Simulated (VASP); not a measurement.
## Ge: single point with r2SCAN

The system is Ge.

```
CELL_PARAMETERS angstrom
4.06313 0.00000 0.00000
-2.03157 3.51878 0.00000
0.00000 0.00000 6.70758
ATOMIC_POSITIONS crystal
Ge 0.66667 0.33333 0.06290
Ge 0.33333 0.66667 0.56290
Ge 0.66667 0.33333 0.43710
Ge 0.33333 0.66667 0.93710
```

This isn't the form of Ge at room conditions, which is diamond.

- Program: VASP 6.6.1
- Task: single point
- Functional: r2SCAN
- Potentials or basis: VASP PAW PBE potentials, release 64 (Ge_d)
- Cutoff: 520 eV
- k mesh: 7 × 7 × 4
- Occupations: fermi-dirac, width 0.05 eV
- Spin: no spin polarisation

* Pressure: -3.0 GPa
* Band gap on the k mesh: 0.06 eV

Stress tensor (GPa, compression positive):
```
-2.94  0.00  0.00
 0.00 -2.94  0.00
 0.00  0.00 -3.07
```

Levels at points of the mesh, in eV from the valence-band top:
| k point | band 25 | band 26 | band 27 | band 28 | band 29 | band 30 | band 31 | band 32 |
| --- | --- | --- | --- | --- | --- | --- | --- | --- |
| (0.00, 0.00, 0.00) | -1.53 | -0.21 | -0.15 | 0.00 | 0.06 | 0.06 | 2.37 | 2.37 |
| (0.00, 0.00, 0.50) | -0.90 | -0.90 | -0.90 | -0.90 | 0.75 | 0.75 | 3.49 | 3.49 |

Wall time 8.7 min on 1 thread of Intel Xeon 8259CL (shared host), peak memory 0.24 GiB.

Caveat: the PAW data sets were made with another functional, which shifts forces and pressure a little; an odd mesh through Γ misses points on the zone boundary, where band edges can lie.
